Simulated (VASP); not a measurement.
# Au (Fm-3m) in VASP: further runs

Au is run at these levels: PBEsol; tasks: single point, relaxation of cell and atoms.

Program: VASP 6.6.1. These are calculated values, not measurements. Logs are shortened: lines on timing, memory, paths and dates and some standing lists are left out, and cuts for length are marked.

## Step 1: The cell of the first run

It takes space group Fm-3m (No. 225, cubic). The conventional cell has a = 4.086 Å, b = 4.086 Å, c = 4.086 Å, α = 90.00°, β = 90.00°, γ = 90.00°. Au (site symmetry m-3m) has 12 Au at 2.89 Å within 3.8 Å.

## Step 2: Single point, PBEsol

File INCAR:

```
  PREC = Accurate
  ENCUT = 520
  EDIFF = 1E-7
  ISMEAR = -1
  SIGMA = 0.1
  LREAL = F
  LASPH = T
  NELM = 100
  ALGO = Normal
  ISIF = 2
  LWAVE = F
  LCHARG = F
  GGA = PS
  NBANDS = 12
```

File KPOINTS:

```
regular mesh
0
Gamma
  10 10 10
```

File POSCAR:

```
Au
1.0
    0.0000000000      2.0429998354      2.0429998354
    2.0429998354      0.0000000000      2.0429998354
    2.0429998354      2.0429998354      0.0000000000
Au
1
Direct
    0.0000000000      0.0000000000      0.0000000000
```

Potentials or basis: VASP PAW PBE potentials, release 64 (Au).

Command:

```sh
cat potpaw_PBE.64/Au/POTCAR > POTCAR
mpirun -np 1 vasp_std > vasp.out
```

OUTCAR:

```text
PREC = Accurate
   ENCUT = 520
   EDIFF = 1E-7
   ISMEAR = -1
   LREAL = F
   LASPH = T
   NELM = 100
   ISIF = 2
   GGA = PS

 ion  position               nearest neighbor table
   1  0.000  0.000  0.000-

  LATTYP: Found a face centered cubic cell.
 ALAT       =     4.0859996708

  Lattice vectors:

 A1 = (   0.0000000000,   2.0429998354,   2.0429998354)
 A2 = (   2.0429998354,   0.0000000000,   2.0429998354)
 A3 = (   2.0429998354,   2.0429998354,   0.0000000000)

Analysis of symmetry for initial positions (statically):
=====================================================================
 Subroutine PRICEL returns:
 Original cell was already a primitive cell.

 Routine SETGRP: Setting up the symmetry group for a
 face centered cubic supercell.

 Subroutine GETGRP returns: Found 48 space group operations
 (whereof 48 operations were pure point group operations)
 out of a pool of 48 trial point group operations.

The static configuration has the point symmetry O_h .

Analysis of symmetry for dynamics (positions and initial velocities):
=====================================================================
 Subroutine PRICEL returns:
 Original cell was already a primitive cell.

 Routine SETGRP: Setting up the symmetry group for a
 face centered cubic supercell.

 Subroutine GETGRP returns: Found 48 space group operations
 (whereof 48 operations were pure point group operations)
 out of a pool of 48 trial point group operations.

The dynamic configuration has the point symmetry O_h .

 Subroutine INISYM returns: Found 48 space group operations
 (whereof 48 operations are pure point group operations),
 and found     1 'primitive' translations

----------------------------------------------------------------------------------------

                                     Primitive cell

  volume of cell :      17.0543

  direct lattice vectors                    reciprocal lattice vectors
     0.000000000  2.042999835  2.042999835    -0.244738150  0.244738150  0.244738150
     2.042999835  0.000000000  2.042999835     0.244738150 -0.244738150  0.244738150
     2.042999835  2.042999835  0.000000000     0.244738150  0.244738150 -0.244738150

  length of vectors
     2.889238075  2.889238075  2.889238075     0.423898910  0.423898910  0.423898910

  position of ions in fractional coordinates (direct lattice)
     0.000000000  0.000000000  0.000000000

  ion indices of the primitive-cell ions
   primitive index   ion index
                 1           1

[... 78 lines left out ...]
   ISYM   =      2    0-nonsym 1-usesym 2-fastsym
   POTIM  = 0.5000    time-step for ionic-motion
   TEBEG  =    0.0;   TEEND  =   0.0 temperature during run
   PSTRESS=    0.0 pullay stress
   NELECT =      11.0000    total number of electrons
   NUPDOWN=      -1.0000    fix difference up-down
   EMIN   =  10.00;   EMAX   =-10.00  energy-range for DOS
   EFERMI =   0.00;   METHOD = LEGACY
   ISMEAR =    -1;   SIGMA  =   0.10  broadening in eV -4-tet -1-fermi 0-gaus
   EFERMI_NEDOS =   21; number of points for ismear=-14 and -15
   IALGO  =     38    algorithm
   IMIX   =      4    mixing-type and parameters
     AMIX     =   0.40;   BMIX     =  1.00
     AMIX_MAG =   1.60;   BMIX_MAG =  1.00
  volume/ion in A,a.u.               =      17.05       115.09
  Fermi-wavevector in a.u.,A,eV,Ry     =   1.414471  2.672963 27.221562  2.000728
  Thomas-Fermi vector in A             =   2.536010
   LORBIT       =      0    0 simple, 1 ext, 2 COOP (PROOUT), +10 PAW based schemes
   GGA     = PS    functional components
   LHFCALC =     F    Hartree Fock is set to
   AEXX    =    0.0000 exact exchange contribution
   IVDW    =     0    specifies the selected vdW correction
   LEPSILON=     F    determine dielectric tensor
   LRPA    =     F    only Hartree local field effects (RPA)
 non-spin polarized calculation
  energy-cutoff  :      520.00
  volume of cell :       17.05
 maximum number of plane-waves:       474
 NGX is ok and might be reduce to    24
   NGX = 11   NGY = 11   NGZ = 11

 number of electron      11.0000000 magnetization

 Free energy of the ion-electron system (eV)
  ---------------------------------------------------
  ext. energy  EPLUGINS =         0.00000000
  ---------------------------------------------------
  free energy    TOTEN  =        -3.91060354 eV

  energy without entropy =       -3.89294091  energy(sigma->0) =       -3.90177223

 E-fermi :   9.2344     XC(G=0): -12.8805

 val. band max:        9.0993293884   @ k =   0.5000   0.2000   0.1000
 cond. band min:       9.2978573677   @ k =   0.5000   0.1000   0.0000
 fundamental gap:      0.1985279794
 Fermi energy:         9.2344454475

 k-point     1 :       0.0000    0.0000    0.0000
  band No.  band energies     occupation
      1      -0.6472      2.00000
      2       4.5906      2.00000
      3       4.5906      2.00000
      4       4.5906      2.00000
      5       6.1192      2.00000
      6       6.1192      2.00000
      7      23.7659      0.00000
      8      27.7575      0.00000
      9      27.7575      0.00000
     10      27.7575      0.00000
     11      32.6215      0.00000
     12      37.2759      0.00000
[... 331 lines left out ...]
 k-point    24 :       0.4000    0.3000    0.0000
  band No.  band energies     occupation
      1       2.5562      2.00000
      2       3.0177      2.00000
      3       5.6765      2.00000
      4       6.4076      2.00000
      5       7.2478      2.00000
      6       7.8311      2.00000
      7      19.0046      0.00000
      8      21.3472      0.00000
      9      21.5583      0.00000
     10      26.5620      0.00000
     11      28.7685      0.00000
     12      36.4154      0.00000

 [... further k-points ...]

------------------------ aborting loop because EDIFF is reached ----------------------------------------

  FORCE on cell =-STRESS in cart. coord.  units (eV):
  Direction    XX          YY          ZZ          XY          YZ          ZX
  --------------------------------------------------------------------------------------
  -------------------------------------------------------------------------------------
  Total       -0.0298039     -0.0298039     -0.0298039     -0.0000000     -0.0000000      0.0000000
  in kB       -2.7999391     -2.7999391     -2.7999391     -0.0000000     -0.0000000      0.0000000
  external PRESSURE =      -2.7999391 kB  Pullay stress =       0.0000000 kB

 VOLUME and BASIS-vectors are now :
 -----------------------------------------------------------------------------
  energy-cutoff  :      520.00
  volume of cell :       17.05
      direct lattice vectors                 reciprocal lattice vectors
     0.000000000  2.042999835  2.042999835    -0.244738150  0.244738150  0.244738150
     2.042999835  0.000000000  2.042999835     0.244738150 -0.244738150  0.244738150
     2.042999835  2.042999835  0.000000000     0.244738150  0.244738150 -0.244738150

 POSITION                                       TOTAL-FORCE (eV/Angst)
 -----------------------------------------------------------------------------------
      0.00000      0.00000      0.00000         0.000000      0.000000     -0.000000
 -----------------------------------------------------------------------------------
    total drift:                               -0.000000      0.000000      0.000000

  FREE ENERGIE OF THE ION-ELECTRON SYSTEM (eV)
  ---------------------------------------------------
  free  energy   TOTEN  =        -3.9106035436 eV

  energy  without entropy=       -3.8929409097  energy(sigma->0) =       -3.90177223
```

OSZICAR:

```text
N       E                     dE             d eps       ncg     rms          rms(c)
DAV:   1     0.480468884862E+02    0.48047E+02   -0.55525E+03  1160   0.816E+02
DAV:   2    -0.353586150648E+01   -0.51583E+02   -0.48810E+02  1340   0.186E+02
DAV:   3    -0.424948663644E+01   -0.71363E+00   -0.71243E+00  1352   0.208E+01
DAV:   4    -0.425190391727E+01   -0.24173E-02   -0.24171E-02  1372   0.143E+00
DAV:   5    -0.425192152972E+01   -0.17612E-04   -0.17613E-04  1372   0.115E-01    0.962E+00
DAV:   6    -0.393589863541E+01    0.31602E+00   -0.85729E-01  1196   0.742E+00    0.596E+00
DAV:   7    -0.391362014513E+01    0.22278E-01   -0.70985E-02  1328   0.211E+00    0.290E+00
DAV:   8    -0.391061826187E+01    0.30019E-02   -0.18106E-03  1276   0.397E-01    0.309E-01
DAV:   9    -0.391060057702E+01    0.17685E-04   -0.13279E-05  1332   0.337E-02    0.102E-02
DAV:  10    -0.391060351164E+01   -0.29346E-05   -0.12072E-06  1364   0.851E-03    0.125E-03
DAV:  11    -0.391060354363E+01   -0.31985E-07   -0.60642E-08   920   0.203E-03
   1 F= -.39106035E+01 E0= -.39017722E+01  d E =-.176626E-01
```

stdout:

```text
POSCAR found type information on POSCAR Au
 POSCAR found :  1 types and       1 ions
 scaLAPACK will be used
 -----------------------------------------------------------------------------
|                                                                             |
|                                                                             |
|     You enforced a specific xc type in the INCAR file but a different       |
|     I HOPE YOU KNOW WHAT YOU ARE DOING!                                     |
|                                                                             |
 -----------------------------------------------------------------------------

 LDA part: xc-table for (Slater+PW92), standard interpolation
 POSCAR, INCAR and KPOINTS ok, starting setup
 FFT: planning ... GRIDC
 FFT: planning ... GRID_SOFT
 FFT: planning ... GRID
 WAVECAR not read
 entering main loop
```

It took 6.7 s on 1 thread of AMD EPYC 9R45 (Zen 5), shared host; peak memory 0.11 GiB.

What came out:

* Free energy: -3.9106 eV
* Pressure: -0.3 GPa

Caveat: the PAW data sets were made with another functional, which shifts forces and pressure a little; spin-orbit coupling is left out, which moves the levels of the heavy elements.

## Step 3: Relaxation of cell and atoms, PBEsol

This run uses another cell than the first one, of 16.85 Å³/atom, 0.988 times its volume.

File INCAR:

```
ALGO = Normal
EDIFF = 1E-6
EDIFFG = -0.03
ENCUT = 600
GGA = PS
IBRION = 2
ISIF = 3
ISMEAR = -1
LASPH = T
LCHARG = F
LREAL = F
LWAVE = F
NELM = 100
NSW = 60
PREC = Accurate
SIGMA = 0.1
```

File KPOINTS:

```
k-points
0
Gamma
  10 10 10
```

File POSCAR:

```
Au
1.0
    0.0000000000      2.0350000000      2.0350000000
    2.0350000000      0.0000000000      2.0350000000
    2.0350000000      2.0350000000      0.0000000000
Au
1
Direct
    0.0000000000      0.0000000000      0.0000000000
```

Potentials or basis: VASP PAW PBE potentials, release 64 (Au).

Command:

```sh
cat potpaw_PBE.64/Au/POTCAR > POTCAR
mpirun -np 1 vasp_std > vasp.out
```

It took 9.9 s on 1 thread of AMD EPYC 9R45 (Zen 5), shared host; peak memory 0.12 GiB.

Results (log left out):

- Free energy: -3.9105 eV
- Relaxed volume: 17.04 Å³/atom
- Relaxed cell: a = 2.888 Å, b = 2.888 Å, c = 2.888 Å, α = 60.00°, β = 60.00°, γ = 60.00°
- Space group after relaxing (to 0.05 Å): Fm-3m (No. 225)
- Energy gained by relaxing: 1.1 meV/atom
- Ionic steps: 3
- Pressure after relaxing: 0.0 GPa

The path:
| step | energy change (eV) | largest force (eV/Å) | pressure (GPa) | volume (Å³) |
| --- | --- | --- | --- | --- |
| 1 | 0.0000 | 0.0000 | 1.89 | 16.85 |
| 2 | 0.0019 | 0.0000 | -2.96 | 17.35 |
| 3 | -0.0011 | 0.0000 | -0.01 | 17.04 |

Final structure:
```
Au
1.0
     0.00000    2.04227    2.04227
     2.04227    0.00000    2.04227
     2.04227    2.04227    0.00000
Au
1
Cartesian
  0.0000 0.0000 0.0000
```

Levels at points of the mesh, in eV from the Fermi level:
| k point | band 4 | band 5 | band 6 | band 7 | band 8 | band 9 |
| --- | --- | --- | --- | --- | --- | --- |
| (0.00, 0.00, 0.00) | -4.65 | -3.12 | -3.12 | 14.53 | 18.53 | 18.53 |
| (0.50, 0.00, 0.00) | -1.92 | -1.92 | -1.00 | 3.09 | 13.97 | 17.12 |
| (0.50, 0.50, 0.00) | -1.59 | -1.59 | 0.99 | 5.78 | 9.99 | 9.99 |

Caveat: the PAW data sets were made with another functional, which shifts forces and pressure a little; spin-orbit coupling is left out, which moves the levels of the heavy elements.
